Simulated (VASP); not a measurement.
Lu:

```
CELL_PARAMETERS angstrom
3.50310 0.00000 0.00000
-1.75155 3.03377 0.00000
0.00000 0.00000 5.55090
ATOMIC_POSITIONS crystal
Lu 0.66667 0.33333 0.75000
Lu 0.33333 0.66667 0.25000
```

Program: VASP 6.6.1. Alike in all runs: task single point; potentials or basis VASP PAW PBE potentials, release 64 (Lu); cell as given; cutoff (eV) 520; smearing fermi-dirac 0.05 eV.

Problem. Order these runs on this cell by their pressure, lowest first.
A. level LDA; spin off; k mesh 9 × 9 × 5
B. level PBEsol; spin non-collinear, zero start, SOC; k mesh 9 × 9 × 5
C. level PBE; spin off; k mesh 7 × 7 × 4

Solution. A (-5.4 GPa), B (-3.2 GPa), C (-0.6 GPa).

Caveats: the cell stands under tension (at least some runs); the PAW data sets were made with another functional, which shifts forces and pressure a little (at least some runs).
